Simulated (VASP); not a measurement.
Here is a VASP 6.6.1 calculation.

Contents of INCAR:

```
SYSTEM = In3Se
ALGO = Normal
EDIFF = 1E-6
ENCUT = 520
GGA = PE
ISIF = 2
ISMEAR = 0
LASPH = .TRUE.
LCHARG = .FALSE.
LREAL = .FALSE.
LWAVE = .FALSE.
NBANDS = 30
NELM = 60
PREC = Accurate
SIGMA = 0.1
```

The input KPOINTS:

```
k-points
0
G
  12 12 12
  0 0 0
```

Contents of POSCAR:

```
In3Se
1.0
   -2.9431448899      2.9431448899      2.9431448899
    2.9431448899     -2.9431448899      2.9431448899
    2.9431448899      2.9431448899     -2.9431448899
In Se
3 1
Direct
    0.0000000000      0.5000000000      0.5000000000
    0.5000000000      0.0000000000      0.5000000000
    0.5000000000      0.5000000000      0.0000000000
    0.0000000000      0.0000000000      0.0000000000
```

Potentials or basis: VASP PAW PBE potentials, release 64 (In_d, Se).

The run is started by

```sh
$ cat potpaw_PBE.64/In_d/POTCAR potpaw_PBE.64/Se/POTCAR > POTCAR
$ mpirun -np 1 vasp_std > vasp.out
```

Q: Estimate the pressure.

A: 4.2 GPa.
